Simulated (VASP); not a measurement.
# TaTiSi4 (F222) in VASP: density of states with PBE

Aim: the density of states of TaTiSi4 with PBE.

All numbers are computed with VASP 6.6.1; they aren't measurements. Logs are shortened: lines on timing, memory, paths and dates and some standing lists are left out, and cuts for length are marked.

### 1 The cell of the first run

The structure is orthorhombic, space group F222 (No. 22). The conventional cell has a = 4.813 Å, b = 8.328 Å, c = 8.635 Å, α = 90.00°, β = 90.00°, γ = 90.00°. Ti (site symmetry 222) has 10 Si at 2.58 to 2.88 Å and 4 Ta at 3.23 Å within 3.4 Å. Within 3.4 Å of Ta (site symmetry 222) lie 10 Si at 2.60 to 2.83 Å and 4 Ti at 3.23 Å. Within 3.3 Å of Si (site symmetry 2) lie 9 Si at 2.53 to 3.27 Å and 2 Ta at 2.60 Å and 3 Ti at 2.73 to 2.88 Å. Si (site symmetry 2) has 9 Si at 2.53 to 3.27 Å and 2 Ti at 2.58 Å and 3 Ta at 2.75 to 2.83 Å within 3.3 Å.

### 2 Density of states, PBE

POSCAR

```
TaTiSi4
1.0
    0.0000000000      4.1638893790      4.3177060669
    2.4064891177      0.0000000000      4.3177060669
    2.4064891177      4.1638893790      0.0000000000
Ti Ta Si
1 1 4
Direct
    0.7500000000      0.7500000000      0.7500000000
    0.5000000000      0.5000000000      0.5000000000
    0.0958487575      0.4041512425      0.0958487575
    0.4041512425      0.0958487575      0.4041512425
    0.1607212594      0.8392787406      0.1607212594
    0.8392787406      0.1607212594      0.8392787406
```

INCAR.step1

```
SYSTEM = TaTiSi4
ALGO     = Normal         ! electronic algorithm
EDIFF    = 1E-6           ! SCF threshold, eV
ENCUT    = 520            ! plane-wave cutoff, eV
GGA      = PE             ! functional
ISIF     = 2              ! what is computed and relaxed
ISMEAR   = 0              ! smearing method
LASPH    = .TRUE.         ! aspherical terms in the spheres
LCHARG   = .TRUE.         ! write CHGCAR
LMAXMIX  = 4              ! l up to which the mixer works
LREAL    = .FALSE.        ! projectors in reciprocal space
LWAVE    = .FALSE.        ! write WAVECAR
NBANDS   = 28             ! bands
NELM     = 60             ! most SCF steps
PREC     = Accurate       ! precision mode
SIGMA    = 0.1            ! smearing width, eV
```

KPOINTS.step1

```
k-points
0
G
  10 10 10
  0 0 0
```

INCAR.step2

```
SYSTEM = TaTiSi4
ALGO     = Normal         ! electronic algorithm
EDIFF    = 1E-6           ! SCF threshold, eV
ENCUT    = 520            ! plane-wave cutoff, eV
GGA      = PE             ! functional
ICHARG   = 11             ! starting density
ISIF     = 2              ! what is computed and relaxed
ISMEAR   = -5             ! smearing method
LASPH    = .TRUE.         ! aspherical terms in the spheres
LCHARG   = .FALSE.        ! write CHGCAR
LMAXMIX  = 4              ! l up to which the mixer works
LORBIT   = 10             ! projections on sites
LREAL    = .FALSE.        ! projectors in reciprocal space
LWAVE    = .FALSE.        ! write WAVECAR
NBANDS   = 28             ! bands
NEDOS    = 2001           ! points of the DOS
NELM     = 60             ! most SCF steps
PREC     = Accurate       ! precision mode
SIGMA    = 0.1            ! smearing width, eV
```

KPOINTS.step2

```
k-points
0
G
  15 15 15
  0 0 0
```

Potentials or basis: VASP PAW PBE potentials, release 64 (Ti_sv, Ta_pv, Si).

The run is started by

```
$ cat potpaw_PBE.64/Ti_sv/POTCAR potpaw_PBE.64/Ta_pv/POTCAR potpaw_PBE.64/Si/POTCAR > POTCAR
$ cp INCAR.step1 INCAR
$ cp KPOINTS.step1 KPOINTS
$ mpirun -np 1 vasp_std > vasp.out
$ cp INCAR.step2 INCAR
$ cp KPOINTS.step2 KPOINTS
$ mpirun -np 1 vasp_std > vasp.out
```

OUTCAR:

```text
SYSTEM = TaTiSi4
   EDIFF = 1E-6
   ENCUT = 520
   GGA = PE
   ICHARG = 11
   ISIF = 2
   ISMEAR = -5
   LASPH = .TRUE.
   LORBIT = 10
   LREAL = .FALSE.
   NELM = 60
   PREC = Accurate

 ion  position               nearest neighbor table
   1  0.750  0.750  0.750-   6 2.58   5 2.58   6 2.58   5 2.58   4 2.73   4 2.73   3 2.73   3 2.73
                             3 2.88   4 2.88   2 3.23   2 3.23   2 3.23   2 3.23
   2  0.500  0.500  0.500-   3 2.60   4 2.60   3 2.60   4 2.60   5 2.75   5 2.75   6 2.75   6 2.75
                             5 2.83   6 2.83   1 3.23   1 3.23   1 3.23   1 3.23
   3  0.096  0.404  0.096-   5 2.53   5 2.53   4 2.57   2 2.60   2 2.60   1 2.73   1 2.73   1 2.88
                             4 2.89   4 2.89
   4  0.404  0.096  0.404-   6 2.53   6 2.53   3 2.57   2 2.60   2 2.60   1 2.73   1 2.73   1 2.88
                             3 2.89   3 2.89
   5  0.161  0.839  0.161-   3 2.53   3 2.53   1 2.58   1 2.58   6 2.68   2 2.75   2 2.75   2 2.83
                             6 2.83   6 2.83
   6  0.839  0.161  0.839-   4 2.53   4 2.53   1 2.58   1 2.58   5 2.68   2 2.75   2 2.75   2 2.83
                             5 2.83   5 2.83

  LATTYP: Found a face centered orthorhombic cell.
 ALAT       =     4.8129782354
 B/A-ratio  =     1.7302755904
 C/A-ratio  =     1.7941930571

  Lattice vectors:

 A1 = (   0.0000000000,   4.1638893790,   4.3177060669)
 A2 = (   2.4064891177,   0.0000000000,   4.3177060669)
 A3 = (   2.4064891177,   4.1638893790,   0.0000000000)

Analysis of symmetry for initial positions (statically):
=====================================================================
 Subroutine PRICEL returns:
 Original cell was already a primitive cell.

 Routine SETGRP: Setting up the symmetry group for a
 face centered orthorhombic supercell.

 Subroutine GETGRP returns: Found  4 space group operations
 (whereof  4 operations were pure point group operations)
 out of a pool of  8 trial point group operations.

The static configuration has the point symmetry D_2 .

Analysis of symmetry for dynamics (positions and initial velocities):
=====================================================================
 Subroutine PRICEL returns:
 Original cell was already a primitive cell.

 Routine SETGRP: Setting up the symmetry group for a
 face centered orthorhombic supercell.

 Subroutine GETGRP returns: Found  4 space group operations
 (whereof  4 operations were pure point group operations)
 out of a pool of  8 trial point group operations.

The dynamic configuration has the point symmetry D_2 .

 Subroutine INISYM returns: Found  4 space group operations
 (whereof  4 operations are pure point group operations),
 and found     1 'primitive' translations

----------------------------------------------------------------------------------------

                                     Primitive cell

  volume of cell :      86.5299

  direct lattice vectors                    reciprocal lattice vectors
     0.000000000  4.163889379  4.317706067    -0.207771561  0.120080039  0.115802232
     2.406489118  0.000000000  4.317706067     0.207771561 -0.120080039  0.115802232
     2.406489118  4.163889379  0.000000000     0.207771561  0.120080039 -0.115802232

  length of vectors
     5.998379818  4.943053262  4.809279014     0.266455239  0.266455239  0.266455239

  position of ions in fractional coordinates (direct lattice)
     0.750000000  0.750000000  0.750000000
     0.500000000  0.500000000  0.500000000
     0.095848758  0.404151242  0.095848758
     0.404151242  0.095848758  0.404151242
     0.160721259  0.839278741  0.160721259
     0.839278741  0.160721259  0.839278741

  ion indices of the primitive-cell ions
   primitive index   ion index
                 1           1
                 2           2
                 3           3
                 4           4
                 5           5
                 6           6

----------------------------------------------------------------------------------------

 KPOINTS: k-points

Automatic generation of k-mesh.
 Grid dimensions read from file:
 generate k-points for:   15   15   15

 Generating k-lattice:

  Cartesian coordinates                     Fractional coordinates (reciprocal lattice)
    -0.013851437  0.008005336  0.007720149     0.066666667  0.000000000 -0.000000000
     0.013851437 -0.008005336  0.007720149     0.000000000  0.066666667  0.000000000
     0.013851437  0.008005336 -0.007720149    -0.000000000  0.000000000  0.066666667

  Length of vectors
     0.017763683  0.017763683  0.017763683

  Shift w.r.t. Gamma in fractional coordinates (k-lattice)
     0.000000000  0.000000000  0.000000000

 TETIRR: Found   2856 inequivalent tetrahedra from    20250

 Subroutine IBZKPT returns following result:
 ===========================================

 Found    512 irreducible k-points:

 Following reciprocal coordinates:
            Coordinates               Weight
  0.000000  0.000000  0.000000      1.000000
  0.066667  0.000000  0.000000      8.000000
  0.133333 -0.000000  0.000000      8.000000
  0.200000  0.000000  0.000000      8.000000
  0.266667 -0.000000  0.000000      8.000000
  0.333333  0.000000  0.000000      8.000000
[... 16 lines left out ...]
  0.133333  0.133333  0.000000      2.000000
  0.200000  0.133333  0.000000      8.000000
 [... further k-points ...]
   k-points           NKPTS =    512   k-points in BZ     NKDIM =    512   number of bands    NBANDS=     28
   number of dos      NEDOS =   2001   number of ions     NIONS =      6
   total plane-waves  NPLWV =  69120
   dimension x,y,z NGX =    48 NGY =   40 NGZ =   36
   dimension x,y,z NGXF=    96 NGYF=   80 NGZF=   72
   ions per type =               1   1   4
   NGX,Y,Z   is equivalent  to a cutoff of  13.30, 13.45, 12.44 a.u.
   NGXF,Y,Z  is equivalent  to a cutoff of  26.61, 26.91, 24.89 a.u.
 SYSTEM =  TaTiSi4
   PREC   = accura    normal or accurate (medium, high low for compatibility)
   ISTART =      0    job   : 0-new  1-cont  2-samecut
   ICHARG =     11    charge: 1-file 2-atom 10-const
   ISPIN  =      1    spin polarized calculation?
   LNONCOLLINEAR =      F non collinear calculations
   LSORBIT =      F    spin-orbit coupling
   LASPH  =      T    aspherical Exc in radial PAW
   ENCUT  =  520.0 eV  38.22 Ry    6.18 a.u.  11.15  9.19  8.94*2*pi/ulx,y,z
   NELM   =     60;   NELMIN=  2; NELMDL=  0     # of ELM steps
   EDIFF  = 0.1E-05   stopping-criterion for ELM
   LREAL  =      F    real-space projection
   EDIFFG = 0.1E-04   stopping-criterion for IOM
   NSW    =      0    number of steps for IOM
   IBRION =     -1    ionic relax: 0-MD 1-quasi-New 2-CG
   NFREE  =      0    steps in history (QN), initial steepest desc. (CG)
   ISIF   =      2    stress and relaxation
   ISYM   =      2    0-nonsym 1-usesym 2-fastsym
   POTIM  = 0.5000    time-step for ionic-motion
   TEBEG  =    0.0;   TEEND  =   0.0 temperature during run
   PSTRESS=    0.0 pullay stress
   NELECT =      39.0000    total number of electrons
   NUPDOWN=      -1.0000    fix difference up-down
   EMIN   =  10.00;   EMAX   =-10.00  energy-range for DOS
   EFERMI =   0.00;   METHOD = LEGACY
   ISMEAR =    -5;   SIGMA  =   0.10  broadening in eV -4-tet -1-fermi 0-gaus
   EFERMI_NEDOS =   21; number of points for ismear=-14 and -15
   IALGO  =     38    algorithm
   IMIX   =      4    mixing-type and parameters
     AMIX     =   0.40;   BMIX     =  1.00
     AMIX_MAG =   1.60;   BMIX_MAG =  1.00
  volume/ion in A,a.u.               =      14.42        97.32
  Fermi-wavevector in a.u.,A,eV,Ry     =   1.255185  2.371955 21.435825  1.575489
  Thomas-Fermi vector in A             =   2.388954
   LORBIT       =     10    0 simple, 1 ext, 2 COOP (PROOUT), +10 PAW based schemes
   GGA     = PE    functional components
   LHFCALC =     F    Hartree Fock is set to
   AEXX    =    0.0000 exact exchange contribution
   IVDW    =     0    specifies the selected vdW correction
   LEPSILON=     F    determine dielectric tensor
   LRPA    =     F    only Hartree local field effects (RPA)
 non-spin polarized calculation
 Fermi weights with tetrahedron method with Bloechl corrections
  energy-cutoff  :      520.00
  volume of cell :       86.53
 maximum number of plane-waves:      2353
 NGX is ok and might be reduce to    48

 number of electron      39.0000000 magnetization

 Free energy of the ion-electron system (eV)
  ---------------------------------------------------
  ext. energy  EPLUGINS =         0.00000000
  ---------------------------------------------------
  free energy    TOTEN  =       -44.45531792 eV

  energy without entropy =      -44.45531792  energy(sigma->0) =      -44.45531792

 E-fermi :   9.7298     XC(G=0): -11.8440

 val. band max:        9.7705732939   @ k =  -0.1333   0.3333   0.2000
 cond. band min:       9.7041422180   @ k =  -0.2667   0.3333   0.3333
 fundamental gap:     -0.0664310759
 Fermi energy:         9.7297751373

 k-point     1 :       0.0000    0.0000    0.0000
  band No.  band energies     occupation
      1     -46.8812      2.00000
      2     -24.5058      2.00000
      3     -24.5019      2.00000
      4     -24.4603      2.00000
      5     -23.2277      2.00000
      6     -23.2156      2.00000
[... 20 lines left out ...]
     27      13.6069      0.00000
     28      13.6631      0.00000

 k-point     2 :       0.0667    0.0000    0.0000
  band No.  band energies     occupation
      1     -46.8812      2.00000
      2     -24.5059      2.00000
      3     -24.5019      2.00000
      4     -24.4606      2.00000
      5     -23.2278      2.00000
      6     -23.2158      2.00000
[... 674 lines left out ...]
 k-point    24 :       0.2000    0.1333    0.0000
  band No.  band energies     occupation
      1     -46.8812      2.00000
      2     -24.5062      2.00000
      3     -24.5014      2.00000
      4     -24.4613      2.00000
      5     -23.2281      2.00000
      6     -23.2178      2.00000
[... 20 lines left out ...]
     27      13.4663      0.00000
     28      13.6246      0.00000

 [... further k-points ...]
[... 5 lines left out ...]
  --------------------------------------------------------------------------------------
  -------------------------------------------------------------------------------------
  Total        0.0751100      0.0940601     -0.1447309      0.0000000      0.0000000      0.0000000
  in kB        1.3907273      1.7416065     -2.6798203      0.0000000      0.0000000      0.0000000
  external PRESSURE =       0.1508378 kB  Pullay stress =       0.0000000 kB

 VOLUME and BASIS-vectors are now :
 -----------------------------------------------------------------------------
  energy-cutoff  :      520.00
  volume of cell :       86.53
      direct lattice vectors                 reciprocal lattice vectors
     0.000000000  4.163889379  4.317706067    -0.207771561  0.120080039  0.115802232
     2.406489118  0.000000000  4.317706067     0.207771561 -0.120080039  0.115802232
     2.406489118  4.163889379  0.000000000     0.207771561  0.120080039 -0.115802232

 POSITION                                       TOTAL-FORCE (eV/Angst)
 -----------------------------------------------------------------------------------
      3.60973      6.24583      6.47656        -0.000000     -0.000000     -0.000000
      2.40649      4.16389      4.31771        -0.000000     -0.000000     -0.000000
      1.20324      0.79821      2.15885        -0.000000      0.004407      0.000000
      1.20324      3.36568      2.15885        -0.000000     -0.004407      0.000000
      2.40649      1.33845      4.31771         0.000000      0.008419     -0.000000
      2.40649      6.98933      4.31771         0.000000     -0.008419     -0.000000
 -----------------------------------------------------------------------------------
    total drift:                                0.000000     -0.000000      0.000001

  FREE ENERGIE OF THE ION-ELECTRON SYSTEM (eV)
  ---------------------------------------------------
  free  energy   TOTEN  =       -44.4553179179 eV

  energy  without entropy=      -44.4553179179  energy(sigma->0) =      -44.45531792

 total charge

# of ion       s       p       d       tot
------------------------------------------
    1        2.164   6.153   2.050  10.367
    2        0.291   6.189   2.511   8.991
    3        0.759   0.875   0.000   1.633
    4        0.759   0.875   0.000   1.633
    5        0.760   0.867   0.000   1.627
    6        0.760   0.867   0.000   1.627
--------------------------------------------------
tot          5.492  15.825   4.561  25.878
```

Run time: 15 min. Hardware: 1 thread of Intel Xeon Platinum 8488C (Sapphire Rapids), shared host; peak memory 1.2 GiB.

Results:

```yaml
Valence_electrons_inside_the_program's_atomic_spheres: Ti 10.37; Ta 8.99; Si 1.63
```

Caveat: spin-orbit coupling is left out, which moves the levels of the heavy elements; tetrahedron occupations give inexact forces and stress in metals.
